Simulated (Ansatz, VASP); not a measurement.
AlP in VASP and in Ansatz

INCAR

```
PREC = Accurate ; ENCUT = 500
EDIFF = 1E-6 ; ISMEAR = 0
SIGMA = 0.01 ; LREAL = F
LASPH = T ; NELM = 120
ALGO = Normal ; ISIF = 2
LWAVE = F ; LCHARG = F
GGA = CA ; NBANDS = 11
GGA_COMPAT = F
```

File KPOINTS:

```
regular mesh
0
Gamma
  8 8 8
```

Contents of POSCAR:

```
AlP
1.0
    2.6351139570      2.6351139570      0.0000000000
   -2.6351139570      2.6351139570      0.0000000000
    0.0000000000      2.6351139570      2.6351139570
Al P
1 1
Direct
    0.0000000000      0.0000000000      0.0000000000
    0.7500000000      0.2500000000      0.5000000000
```

Input for Ansatz:

```yaml
crystal:
  lattice:
    - [2.63511395697, 2.63511395697, 0.0]
    - [-2.63511395697, 2.63511395697, 0.0]
    - [0.0, 2.63511395697, 2.63511395697]
  atoms:
    - { symbol: Al, position: [0.0, 0.0, 0.0] }
    - { symbol: P, position: [0.75, 0.25, 0.5] }
kpoints:
  mp_grid: { grid: [8, 8, 8] }
scf:
  occupations: { method: fixed }
  convergence: { dr2_threshold: 1.0e-10 }
hamiltonian:
  xc: lda
  pseudopotentials: { kind: all_electron, lapw: { basis_error: 0.0005 } }
output:
  forces: true
  stress: true
  eigenstates:
    kpoints:
      - [0.0, 0.0, 0.0]
      - [-0.5, 0.5, 0.0]
      - [-0.5, -0.5, -0.5]
      - [0.0, 0.0, -0.5]
      - [0.0, -0.5, -0.5]
      - [0.0, 0.5, 0.0]
      - [-0.5, 0.0, 0.0]
      - [-0.5, 0.0, -0.5]
  eigenvalues: true
```

Alike in both runs: task single point; functional LDA; k mesh 8 × 8 × 8; no spin polarisation.

|  | VASP | Ansatz |
| --- | --- | --- |
| version | VASP 6.6.1 | Ansatz 0.2.0 |
| potentials or method | VASP PAW LDA potentials, release 64 (Al, P), cutoff 500 eV | all-electron LAPW, scalar-relativistic |
| occupations | gaussian, width 0.01 eV | fixed |

```tsv
	VASP	Ansatz	Ansatz less VASP
gap on the k mesh at the Fermi level (eV)	1.22	1.23	+0.007
pressure (GPa)	10.1	9.9	-0.18
```

LDA's correlation is that of Perdew and Zunger in VASP and of Perdew and Wang (1992) in Ansatz. Ansatz ran all-electron here, and VASP with PAW potentials.
